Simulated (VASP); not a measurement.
# RuW7S16 in VASP: single point with PBEsol

Aim: the single point of RuW7S16 with PBEsol.

All numbers are computed with VASP 6.6.1; they aren't measurements. Logs are shortened: lines on timing, memory, paths and dates and some standing lists are left out, and cuts for length are marked.

**1. The cell of the first run**

The typed cell holds 24 atoms: a = 6.306 Å, b = 6.306 Å, c = 12.323 Å, α = 90.00°, β = 90.00°, γ = 120.00°.

**2. Single point, PBEsol, collinear spin, ferromagnetic start**

The input, INCAR:

```
PREC = Accurate
ENCUT = 520
EDIFF = 1E-6
ISMEAR = 0
SIGMA = 0.05
LREAL = Auto
LASPH = T
NELM = 150
ALGO = Normal
ISIF = 2
LWAVE = F
LCHARG = F
ISPIN = 2
MAGMOM = 4 0 0 0 0 0 0 0 0 0 0 0 0 0 0 0 0 0 0 0 0 0 0 0
LORBIT = 11
LMAXMIX = 4
GGA = PS
NBANDS = 126
LUSENCCL = F
```

The input, KPOINTS:

```
regular mesh
0
Gamma
  3 3 2
```

The input, POSCAR:

```
RuW7S16
1.0
    6.3064000000      0.0000000000      0.0000000000
   -3.1532000000      5.4615026000      0.0000000000
    0.0000000000      0.0000000000     12.3230000000
Ru W S
1 7 16
Direct
    0.1919375485      0.3812914823      0.2503727827
    0.1609918993      0.8176699247      0.2503426283
    0.6625197763      0.3216963756      0.2503432791
    0.6595185057      0.8174499737      0.2503463566
    0.3349836138      0.1672688404      0.7503563673
    0.3351423891      0.6672997351      0.7503561173
    0.8352751760      0.1672657648      0.7503561708
    0.8348162654      0.6666436942      0.7503555380
    0.1685397175      0.3340871035      0.6234789236
    0.1682348090      0.8340369164      0.6234718005
    0.6680771818      0.3331594399      0.6232837412
    0.6687838206      0.8340294753      0.6234715965
    0.3165817562      0.1660269149      0.1298375248
    0.3425980897      0.6823218762      0.1172837775
    0.8523157259      0.1656899040      0.1297936517
    0.8258654951      0.6486384353      0.1240156669
    0.1685390626      0.3340873518      0.8772335502
    0.1682344697      0.8340353127      0.8772407256
    0.6680785522      0.3331612603      0.8774282561
    0.6687827942      0.8340291830      0.8772401603
    0.3166061732      0.1660254562      0.3708605871
    0.3426547125      0.6824474654      0.3834340133
    0.8522750799      0.1656869564      0.3709130625
    0.8258680481      0.6486343243      0.3766657796
```

Potentials or basis: VASP PAW PBE potentials, release 64 (Ru_pv, W_sv, S).

On the command line:

```console
$ cat potpaw_PBE.64/Ru_pv/POTCAR potpaw_PBE.64/W_sv/POTCAR potpaw_PBE.64/S/POTCAR > POTCAR
$ mpirun -np 1 vasp_std > vasp.out
```

OUTCAR:

```text
PREC = Accurate
   ENCUT = 520
   EDIFF = 1E-6
   ISMEAR = 0
   LREAL = Auto
   LASPH = T
   NELM = 150
   ISIF = 2
   ISPIN = 2
   LORBIT = 11
   GGA = PS

 ion  position               nearest neighbor table
   1  0.192  0.381  0.250-  14 2.32  22 2.32  23 2.39  15 2.39  21 2.39  13 2.39   2 2.85   4 2.85
                             3 3.17   3 3.17
   2  0.161  0.818  0.250-  14 2.39  22 2.39  24 2.40  16 2.40  13 2.42  21 2.42   1 2.85   3 3.14
                             4 3.14   4 3.16   3 3.17
   3  0.663  0.322  0.250-  24 2.37  16 2.37  23 2.41  15 2.41  21 2.41  13 2.41   2 3.14   4 3.14
                             1 3.17   4 3.17   2 3.17   1 3.17
   4  0.660  0.817  0.250-  14 2.39  22 2.39  24 2.40  16 2.40  15 2.42  23 2.42   1 2.85   3 3.14
                             2 3.14   2 3.16   3 3.17
   5  0.335  0.167  0.750-  10 2.40  18 2.40   9 2.40  17 2.40  19 2.40  11 2.40   8 3.15   7 3.15
                             6 3.15   6 3.15   7 3.16   8 3.16
   6  0.335  0.667  0.750-   9 2.40  17 2.40  20 2.40  12 2.40  18 2.40  10 2.40   7 3.15   5 3.15
                             8 3.15   8 3.15   5 3.15   7 3.15
   7  0.835  0.167  0.750-  20 2.40  12 2.40  17 2.40   9 2.40  19 2.40  11 2.40   8 3.15   5 3.15
                             6 3.15   6 3.15   5 3.16   8 3.16
   8  0.835  0.667  0.750-  10 2.40  12 2.40  20 2.40  18 2.40  19 2.40  11 2.40   5 3.15   7 3.15
                             6 3.15   6 3.15   7 3.16   5 3.16
   9  0.169  0.334  0.623-   6 2.40   5 2.40   7 2.40
  10  0.168  0.834  0.623-   5 2.40   8 2.40   6 2.40
  11  0.668  0.333  0.623-   7 2.40   5 2.40   8 2.40
  12  0.669  0.834  0.623-   7 2.40   8 2.40   6 2.40
  13  0.317  0.166  0.130-   1 2.39   3 2.41   2 2.42
  14  0.343  0.682  0.117-   1 2.32   4 2.39   2 2.39
[... 8 lines left out ...]
  23  0.852  0.166  0.371-   1 2.39   3 2.41   4 2.42
  24  0.826  0.649  0.377-   3 2.37   2 2.40   4 2.40

  LATTYP: Found a hexagonal cell.
 ALAT       =     6.3064000000
 C/A-ratio  =     1.9540466827

  Lattice vectors:

 A1 = (   6.3064000000,   0.0000000000,   0.0000000000)
 A2 = (  -3.1532000000,   5.4615026000,   0.0000000000)
 A3 = (   0.0000000000,   0.0000000000,  12.3230000000)

Analysis of symmetry for initial positions (statically):
=====================================================================
 Subroutine PRICEL returns:
 Original cell was already a primitive cell.

 Routine SETGRP: Setting up the symmetry group for a
 hexagonal supercell.

 Subroutine GETGRP returns: Found  1 space group operations
 (whereof  1 operations were pure point group operations)
 out of a pool of 24 trial point group operations.

The static configuration has the point symmetry C_1 .

Analysis of symmetry for dynamics (positions and initial velocities):
=====================================================================
 Subroutine PRICEL returns:
 Original cell was already a primitive cell.

 Routine SETGRP: Setting up the symmetry group for a
 hexagonal supercell.

 Subroutine GETGRP returns: Found  1 space group operations
 (whereof  1 operations were pure point group operations)
 out of a pool of 24 trial point group operations.

The dynamic configuration has the point symmetry C_1 .

Analysis of structural, dynamic, and magnetic symmetry:
=====================================================================
 Subroutine PRICEL returns:
 Original cell was already a primitive cell.

 Routine SETGRP: Setting up the symmetry group for a
 hexagonal supercell.

 Subroutine GETGRP returns: Found  1 space group operations
 (whereof  1 operations were pure point group operations)
 out of a pool of 24 trial point group operations.

The overall configuration has the point symmetry C_1 .

 Subroutine INISYM returns: Found  1 space group operations
 (whereof  1 operations are pure point group operations),
 and found     1 'primitive' translations

----------------------------------------------------------------------------------------

                                     Primitive cell

  volume of cell :     424.4339

  direct lattice vectors                    reciprocal lattice vectors
     6.306400000  0.000000000  0.000000000     0.158569073  0.091549897 -0.000000000
    -3.153200000  5.461502600  0.000000000     0.000000000  0.183099794  0.000000000
[... 101 lines left out ...]
   ions per type =               1   7  16
   NGX,Y,Z   is equivalent  to a cutoff of  12.65, 12.65, 12.95 a.u.
   NGXF,Y,Z  is equivalent  to a cutoff of  25.31, 25.31, 25.90 a.u.
 SYSTEM =  unknown system
   PREC   = accura    normal or accurate (medium, high low for compatibility)
   ISTART =      0    job   : 0-new  1-cont  2-samecut
   ICHARG =      2    charge: 1-file 2-atom 10-const
   ISPIN  =      2    spin polarized calculation?
   LNONCOLLINEAR =      F non collinear calculations
   LSORBIT =      F    spin-orbit coupling
   LASPH  =      T    aspherical Exc in radial PAW
   ENCUT  =  520.0 eV  38.22 Ry    6.18 a.u.  11.73 11.73 22.91*2*pi/ulx,y,z
   NELM   =    150;   NELMIN=  2; NELMDL= -5     # of ELM steps
   EDIFF  = 0.1E-05   stopping-criterion for ELM
   LREAL  =      T    real-space projection
   EDIFFG = 0.1E-04   stopping-criterion for IOM
   NSW    =      0    number of steps for IOM
   IBRION =     -1    ionic relax: 0-MD 1-quasi-New 2-CG
   NFREE  =      0    steps in history (QN), initial steepest desc. (CG)
   ISIF   =      2    stress and relaxation
   ISYM   =      2    0-nonsym 1-usesym 2-fastsym
   POTIM  = 0.5000    time-step for ionic-motion
   TEBEG  =    0.0;   TEEND  =   0.0 temperature during run
   PSTRESS=    0.0 pullay stress
   NELECT =     208.0000    total number of electrons
   NUPDOWN=      -1.0000    fix difference up-down
   EMIN   =  10.00;   EMAX   =-10.00  energy-range for DOS
   EFERMI =   0.00;   METHOD = LEGACY
   ISMEAR =     0;   SIGMA  =   0.05  broadening in eV -4-tet -1-fermi 0-gaus
   EFERMI_NEDOS =   21; number of points for ismear=-14 and -15
   IALGO  =     38    algorithm
   IMIX   =      4    mixing-type and parameters
     AMIX     =   0.40;   BMIX     =  1.00
     AMIX_MAG =   1.60;   BMIX_MAG =  1.00
  volume/ion in A,a.u.               =      17.68       119.34
  Fermi-wavevector in a.u.,A,eV,Ry     =   1.290702  2.439073 22.666096  1.665911
  Thomas-Fermi vector in A             =   2.422517
   LORBIT       =     11    0 simple, 1 ext, 2 COOP (PROOUT), +10 PAW based schemes
   GGA     = PS    functional components
   LHFCALC =     F    Hartree Fock is set to
   AEXX    =    0.0000 exact exchange contribution
   IVDW    =     0    specifies the selected vdW correction
   LEPSILON=     F    determine dielectric tensor
   LRPA    =     F    only Hartree local field effects (RPA)
 spin polarized calculation
 Gauss-broadening in eV      SIGMA  =   0.05
  energy-cutoff  :      520.00
  volume of cell :      424.43
 maximum number of plane-waves:     11460
   NGX = 23   NGY = 23   NGZ = 45

 number of electron     207.9999996 magnetization       0.0008317

 Free energy of the ion-electron system (eV)
  ---------------------------------------------------
  ext. energy  EPLUGINS =         0.00000000
  ---------------------------------------------------
  free energy    TOTEN  =      -195.78991897 eV

  energy without entropy =     -195.78991530  energy(sigma->0) =     -195.78991714

 E-fermi :   7.8056     XC(G=0): -11.1045

 val. band max:        7.6686345352   @ k =   0.0000   0.0000   0.0000
 cond. band min:       7.9420432467   @ k =   0.3333   0.3333   0.5000
 fundamental gap:      0.2734087115
 Fermi energy:         7.8055755614

 spin component 1

 k-point     1 :       0.0000    0.0000    0.0000
  band No.  band energies     occupation
      1     -67.2732      1.00000
      2     -67.1620      1.00000
      3     -67.1453      1.00000
      4     -67.1391      1.00000
      5     -67.1390      1.00000
      6     -67.0578      1.00000
[... 1179 lines left out ...]
    115       9.3758      0.00000
    116       9.5723      0.00000
 Fermi energy:         7.8055755614

 spin component 2

 k-point     1 :       0.0000    0.0000    0.0000
  band No.  band energies     occupation
      1     -67.2731      1.00000
      2     -67.1620      1.00000
      3     -67.1453      1.00000
      4     -67.1392      1.00000
      5     -67.1390      1.00000
      6     -67.0578      1.00000
[... 1179 lines left out ...]
    115       9.3759      0.00000
    116       9.5723      0.00000
 [bands above 116 left out]

------------------------ aborting loop because EDIFF is reached ----------------------------------------

  FORCE on cell =-STRESS in cart. coord.  units (eV):
  Direction    XX          YY          ZZ          XY          YZ          ZX
  --------------------------------------------------------------------------------------
  -------------------------------------------------------------------------------------
  Total       -3.0839322      5.0207617      2.3765084     -0.0046962     -0.0053793      0.0050726
  in kB      -11.6414022     18.9526562      8.9709788     -0.0177275     -0.0203060      0.0191483
  external PRESSURE =       5.4274109 kB  Pullay stress =       0.0000000 kB

 VOLUME and BASIS-vectors are now :
 -----------------------------------------------------------------------------
  energy-cutoff  :      520.00
  volume of cell :      424.43
      direct lattice vectors                 reciprocal lattice vectors
     6.306400000  0.000000000  0.000000000     0.158569073  0.091549897 -0.000000000
    -3.153200000  5.461502600  0.000000000     0.000000000  0.183099794  0.000000000
     0.000000000  0.000000000 12.323000000     0.000000000 -0.000000000  0.081149071

 POSITION                                       TOTAL-FORCE (eV/Angst)
 -----------------------------------------------------------------------------------
      0.00815      2.08242      3.08534         0.010948      0.078046     -0.003045
     -1.56300      4.46571      3.08497         0.010790     -0.000083      0.000513
      3.16374      1.75695      3.08498        -0.013490      0.034871     -0.000494
      1.58160      4.46451      3.08502        -0.009688     -0.001718      0.001004
      1.58511      0.91354      9.24664         0.000126     -0.000768     -0.000511
      0.00941      3.64446      9.24664        -0.001352      0.000280     -0.000442
[... 16 lines left out ...]
      4.85234      0.90490      4.57076         0.015619      0.003426      0.026772
      3.16298      3.54252      4.64165         0.001353      0.004773      0.026246
 -----------------------------------------------------------------------------------
    total drift:                                0.002882      0.006767     -0.000300

  FREE ENERGIE OF THE ION-ELECTRON SYSTEM (eV)
  ---------------------------------------------------
  free  energy   TOTEN  =      -195.7899189743 eV

  energy  without entropy=     -195.7899153041  energy(sigma->0) =     -195.78991714

 total charge

# of ion       s       p       d       tot
------------------------------------------
    1        0.333   6.342   6.055  12.730
    2        2.331   6.337   3.422  12.090
    3        2.334   6.335   3.408  12.078
    4        2.331   6.337   3.422  12.090
    5        2.325   6.338   3.417  12.080
    6        2.325   6.338   3.417  12.079
[... 16 lines left out ...]
   23        1.356   2.315   0.000   3.671
   24        1.354   2.344   0.000   3.698
--------------------------------------------------
tot         38.305  88.075  29.972 156.352

 magnetization (x)

# of ion       s       p       d       tot
------------------------------------------
    1       -0.000   0.000  -0.000  -0.000
    2        0.000   0.000  -0.000  -0.000
    3        0.000   0.000  -0.000  -0.000
    4        0.000   0.000  -0.000  -0.000
    5       -0.000  -0.000  -0.000  -0.000
    6       -0.000  -0.000  -0.000  -0.000
[... 16 lines left out ...]
   23       -0.000  -0.000   0.000  -0.000
   24       -0.000  -0.000   0.000  -0.000
--------------------------------------------------
tot         -0.000  -0.000  -0.000  -0.000
```

Wall time 3.2 min (1 × NVIDIA H100 80GB with 1 thread of AMD EPYC 7R13 (Zen 3), shared host); peak memory 1.9 GiB.

Results:

| Quantity | Value |
| --- | --- |
| Free energy | -195.7899 eV |
| Pressure | 0.5 GPa |
| Largest force | 0.086 eV/Å |
| Band gap on the k mesh | 0.27 eV (least direct gap 0.57 eV) |
| Net moment | 0.00 μB per cell |
| Valence electrons inside the program's atomic spheres | Ru 12.73; W 12.09, 12.08 (each value once); S 3.70, 3.67, 3.68 (each value once) |

Forces on the atoms (eV/Å):
```
Ru   0.011  0.078 -0.003
W    0.011  0.000  0.001
W   -0.013  0.035  0.000
W   -0.010 -0.002  0.001
W    0.000 -0.001 -0.001
W   -0.001  0.000  0.000
W   -0.003 -0.001  0.000
W   -0.001 -0.001  0.000
S    0.000  0.000 -0.024
S    0.001  0.000 -0.024
S    0.000 -0.001 -0.024
S   -0.001  0.001 -0.025
S   -0.016  0.001 -0.026
S    0.000 -0.062 -0.056
S    0.016  0.004 -0.025
S    0.002  0.004 -0.027
S    0.001  0.001  0.023
S    0.002  0.001  0.025
S    0.001 -0.001  0.025
S    0.000  0.001  0.025
S   -0.016 -0.001  0.027
S    0.000 -0.066  0.055
S    0.016  0.003  0.027
S    0.001  0.005  0.026
```

Stress tensor (GPa, compression positive):
```
-1.16  0.00  0.00
 0.00  1.90  0.00
 0.00  0.00  0.90
```

Levels at points of the mesh, in eV from the valence-band top:
Spin up:
```csv
k point,band 101,band 102,band 103,band 104,band 105,band 106,band 107,band 108
"(0.00, 0.00, 0.00)",-1.74,-1.58,-0.48,0.00,0.86,1.03,1.28,1.74
"(0.00, 0.00, 0.50)",-1.86,-0.90,-0.59,0.00,0.87,1.03,1.31,1.74
```
Spin down:
```
           k point  band 100  band 101  band 102  band 103  band 104  band 105  band 106  band 107  band 108  band 109
(0.00, 0.00, 0.00)     -1.82     -1.74     -1.58     -0.48      0.00      0.86      1.03      1.28      1.74      2.01
(0.00, 0.00, 0.50)     -1.90     -1.86     -0.90     -0.59      0.00      0.87      1.03      1.31      1.74      2.00
```

Caveat: the PAW data sets were made with another functional, which shifts forces and pressure a little; spin-orbit coupling is left out, which moves the levels of the heavy elements. A k mesh can miss the band edges.
